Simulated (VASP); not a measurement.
Write the native input for VASP 6.6.1 that does the following.

```
Task                   : single point
Functional             : LDA
Potentials or basis    : VASP PAW LDA potentials, release 64 (Ca_sv, Ge_d, N)
Cutoff                 : 520 eV
k mesh                 : 5 × 5 × 5
Occupations            : fermi-dirac, width 0.1 eV
Spin                   : no spin polarisation
Dipole correction      : no
Further INCAR settings : ALGO = Normal; EDIFF = 1e-06; NBANDS = 32
```

The structure of Ca3GeN lies in POSCAR:

```
Ca3GeN
1.0
    4.6766522166      0.0000000000      0.0000000000
    0.0000000000      4.6766522166      0.0000000000
    0.0000000000      0.0000000000      4.6766522166
Ca Ge N
3 1 1
Direct
    0.0000000000      0.5000000000      0.5000000000
    0.5000000000      0.0000000000      0.5000000000
    0.5000000000      0.5000000000      0.0000000000
    0.0000000000      0.0000000000      0.0000000000
    0.5000000000      0.5000000000      0.5000000000
```

One way to write it, as run:

INCAR

```
SYSTEM = Ca3GeN
ALGO = Normal
EDIFF = 1E-6
ENCUT = 520
ISIF = 2
ISMEAR = -1
LASPH = .True.
LCHARG = .True.
LELF = .True.
LREAL = .False.
LVHAR = .True.
LWAVE = .False.
NBANDS = 32
NELM = 60
PREC = Accurate
SIGMA = 0.1
```

KPOINTS

```
k-points
0
Gamma
  5 5 5
  0 0 0
```

Potentials or basis: VASP PAW LDA potentials, release 64 (Ca_sv, Ge_d, N).

Run with:

```bash
$ cat potpaw_LDA.64/Ca_sv/POTCAR potpaw_LDA.64/Ge_d/POTCAR potpaw_LDA.64/N/POTCAR > POTCAR
$ mpirun -np 1 vasp_std > vasp.out
```

It gave:

```
Pressure               : 1.1 GPa
Band gap on the k mesh : zero (an odd number of electrons rules out a gap without spin polarisation)
```

Run time: 50 s on 1 thread of Intel Xeon 8259CL, with other jobs on the host, peak memory 0.19 GiB.
